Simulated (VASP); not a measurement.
Runs of VASP 6.6.1 on KI. The structure is that of space group Fm-3m (No. 225), or close to it. The cells are those of the table. 

```tsv
cell	gap on the mesh (eV)	pressure (GPa)
a = 4.935, b = 4.935, c = 4.984 Å, angles 59.7, 59.7, 60.7°, 2 atoms	(d)	0.5
a = 5.060, b = 5.060, c = 4.984 Å, angles 60.5, 60.5, 59.0°, 2 atoms	4.55	-0.1
a = 5.085, b = 5.085, c = 4.984 Å, angles 60.7, 60.7, 58.7°, 2 atoms	(b)	(c)
a = 4.960, b = 4.960, c = 4.984 Å, angles 59.8, 59.8, 60.3°, 2 atoms	4.65	(a)
a = 5.072, b = 5.072, c = 4.984 Å, angles 60.6, 60.6, 58.9°, 2 atoms	4.53	-0.1
a = 5.009, b = 5.009, c = 4.984 Å, angles 60.2, 60.2, 59.7°, 2 atoms	4.60	0.1
a = 5.035, b = 5.035, c = 4.984 Å, angles 60.3, 60.3, 59.3°, 2 atoms	4.57	0.0
```

Alike in all rows: task single point; level r2SCAN; potentials or basis VASP PAW PBE potentials, release 64 (K_sv, I); no spin polarisation; k mesh 6 × 6 × 6; cutoff (eV) 520; smearing gaussian 0.05 eV.

Q: Fill in the values left out.

A: (a) 0.4; (b) 4.52; (c) -0.2; (d) 4.67.

Caveats: the PAW data sets were made with another functional, which shifts forces and pressure a little; spin-orbit coupling is left out, which moves the levels of the heavy elements.

A k mesh can miss the band edges, and the runs leave out spin-orbit coupling on I.
